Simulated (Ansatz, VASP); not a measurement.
## One calculation of SrAg4As2, two programs

Contents of INCAR:

```
  PREC = Accurate
  ENCUT = 520
  EDIFF = 1E-7
  ISMEAR = -1
  SIGMA = 0.1
  LREAL = False
  LASPH = True
  NELM = 100
  ALGO = Normal
  ISIF = 2
  LWAVE = False
  LCHARG = True
  GGA = PE
  LELF = True
  LVHAR = True
  NBANDS = 41
```

Contents of KPOINTS:

```
regular mesh
0
Gamma
  5 5 5
```

Contents of POSCAR:

```
SrAg4As2
1.0
    2.2431440000      3.8852340000      0.0000000000
   -2.2431440000      3.8852340000      0.0000000000
    0.0000000000     -2.5901560000      8.3442280000
Sr As Ag
1 2 4
Direct
    0.0000000000      0.0000000000      0.0000000000
    0.2474000000      0.2474000000      0.7422000000
    0.7526000000      0.7526000000      0.2578000000
    0.1434000000      0.1434000000      0.4302000000
    0.8566000000      0.8566000000      0.5698000000
    0.4385000000      0.4385000000      0.3155000000
    0.5615000000      0.5615000000      0.6845000000
```

Input for Ansatz:

```yaml
crystal:
  lattice:
    - [2.243144, 3.885234, 0.0]
    - [-2.243144, 3.885234, 0.0]
    - [0.0, -2.590156, 8.344228]
  atoms:
    - { symbol: Sr, position: [0.0, 0.0, 0.0] }
    - { symbol: As, position: [0.2474, 0.2474, 0.7422] }
    - { symbol: As, position: [0.7526, 0.7526, 0.2578] }
    - { symbol: Ag, position: [0.1434, 0.1434, 0.4302] }
    - { symbol: Ag, position: [0.8566, 0.8566, 0.5698] }
    - { symbol: Ag, position: [0.4385, 0.4385, 0.3155] }
    - { symbol: Ag, position: [0.5615, 0.5615, 0.6845] }
  symmetry: { tolerance: 0.0003 }
kpoints:
  mp_grid: { grid: [5, 5, 5], shift: [0, 0, 0] }
magnetization:
  spin_polarized: false
scf:
  occupations: { method: fermi_dirac }
  algorithm: direct_min
hamiltonian:
  pseudopotentials: { kind: paw }
  xc: pbe
basis:
  ecutwfc: 420
output:
  forces: true
  stress: true
  eigenvalues: true
```

Alike in both runs: task single point; functional PBE; k mesh 5 × 5 × 5; no spin polarisation.

|  | VASP | Ansatz |
| --- | --- | --- |
| version | VASP 6.6.1 | Ansatz 0.2.0 |
| potentials or method | VASP PAW PBE potentials, release 64 (Sr_sv, As, Ag), cutoff 520 eV | PAW plane waves |
| occupations | fermi-dirac, width 0.1 eV | fermi-dirac |
| valence electrons in the cell | 64 | 116 |

|  | VASP | Ansatz | Ansatz less VASP |
| --- | --- | --- | --- |
| gap on the k mesh at the Fermi level (eV) | none | none | - |
| pressure (GPa) | 6.0 | 6.0 | 0.00 |
| traceless stress, the component that is largest in VASP (GPa) | -2.51 | -2.55 | -0.043 |
| rms of the force components (eV/Å) | 0.453 | 0.455 | +0.0017 |

Atom by atom the forces differ by 0.003 eV/Å (rms over components). A gap of «none» marks a metal or a gap that the smearing closes. VASP's potentials hold 64 valence electrons a cell and Ansatz's 116, so a difference there can come from the potentials and not from the codes. Ansatz's warnings: structure snapped to symmetry.
